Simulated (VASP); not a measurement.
The system is NbAs.

```xyz
4
Lattice="-1.7025 1.7025 5.7611 1.7025 -1.7025 5.7611 1.7025 1.7025 -5.7611" Properties=species:S:1:pos:R:3 pbc="T T T"
Nb    0.0000    1.7025    0.0000
Nb    0.0000    0.0000    8.6416
As    0.0000    1.7025    4.7932
As    0.0000    0.0000    1.9127
```

Base run:

| Item | Value |
| --- | --- |
| Program | VASP 6.6.1 |
| Functional | PBEsol |
| Potentials or basis | VASP PAW PBE potentials, release 64 (Nb_sv, As) |
| Cutoff | 520 eV |
| k mesh | 11 × 11 × 11 |
| Occupations | fermi-dirac, width 0.05 eV |
| Spin | no spin polarisation |

Its results: band gap on the k mesh 0.03 eV (least direct gap 0.08 eV); pressure 5.4 GPa; largest force 0.344 eV/Å.

Problem. The run is repeated on the same cell with these changes: functional from PBEsol to PBE. What comes out?

Solution. Band gap on the k mesh 0.03 eV (least direct gap 0.09 eV); pressure 11.3 GPa; largest force 0.353 eV/Å.

PBE binds less tightly than PBEsol, so the same cell stands under more pressure.

Caveats: the cell stands under pressure; an odd mesh through Γ misses points on the zone boundary, where band edges can lie; the PAW data sets were made with another functional, which shifts forces and pressure a little (at least some runs).
